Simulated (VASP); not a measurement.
A run of VASP 6.6.1:

File INCAR:

```
  ALGO = Normal
  EDIFF = 1E-7
  ENCUT = 520
  GGA = CA
  ISIF = 2
  ISMEAR = -1
  ISPIN = 2
  LASPH = True
  LCHARG = False
  LMAXMIX = 4
  LORBIT = 11
  LREAL = False
  LWAVE = False
  MAGMOM = 3.3 0.55
  NBANDS = 24
  NELM = 150
  NUPDOWN = 3.8
  PREC = Accurate
  SIGMA = 0.1
```

The input KPOINTS:

```
k-points
0
Gamma
  13 13 8
```

File POSCAR:

```
MnRu
1.0
    2.6252190000      0.0000000000      0.0000000000
   -1.3126095000      2.2735063445      0.0000000000
    0.0000000000      0.0000000000      4.0655070000
Mn Ru
1 1
Direct
    0.6666670000      0.3333330000      0.5000000000
    0.3333330000      0.6666670000      0.0000000000
```

Potentials or basis: VASP PAW LDA potentials, release 64 (Mn_pv, Ru_pv).

Run with:

```bash
$ cat potpaw_LDA.64/Mn_pv/POTCAR potpaw_LDA.64/Ru_pv/POTCAR > POTCAR
$ mpirun -np 1 vasp_std > vasp.out
```

Hardware: 1 thread of Intel(R) Xeon(R) Platinum 8488C (Sapphire Rapids) (shared host).

Q: Estimate the wall time of this run.

A: Wall time 76 s on 1 thread of Intel(R) Xeon(R) Platinum 8488C (Sapphire Rapids), on a shared host, peak memory 0.2 GiB. Counts: scf iterations 16, k points 105.
